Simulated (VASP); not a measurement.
Here is a VASP 6.6.1 calculation.

File INCAR:

```
SYSTEM = Li
  ALGO = Normal
  EDIFF = 1E-8
  ENCUT = 520
  GGA = PS
  ISIF = 2
  ISMEAR = -1
  LASPH = .TRUE.
  LCHARG = .FALSE.
  LEFG = .TRUE.
  LREAL = .FALSE.
  LWAVE = .FALSE.
  NBANDS = 12
  NELM = 100
  PREC = Accurate
  SIGMA = 0.05
```

File KPOINTS:

```
k-points
0
G
  12 12 12
  0 0 0
```

The input POSCAR:

```
Li
1.0
    1.5504989657      0.8951809952      7.3606510000
   -1.5504989657      0.8951809952      7.3606510000
    0.0000000000     -1.7903619905      7.3606510000
Li
3
Direct
    0.0000000000      0.0000000000      0.0000000000
    0.2220000000      0.2220000000      0.2220000000
    0.7780000000      0.7780000000      0.7780000000
```

Potentials or basis: VASP PAW PBE potentials, release 64 (Li_sv).

Launch:

```bash
$ cat potpaw_PBE.64/Li_sv/POTCAR > POTCAR
$ mpirun -np 1 vasp_std > vasp.out
```

Task: What does it give for the band gap on the k mesh?

Result: Zero (an odd number of electrons rules out a gap without spin polarisation).

Task: Estimate the largest force.

Result: 0.010 eV/Å.

Forces on the atoms (eV/Å):
```
Li   0.000  0.000  0.000
Li   0.000  0.000  0.010
Li   0.000  0.000 -0.010
```

Caveat: the cell differs from its parent crystal (zz strain of -3 %); without QUAD_EFG the Cq values of the log hold for a quadrupole moment of 1 mb, not for the nuclei; the PAW data sets were made with another functional, which shifts forces and pressure a little.
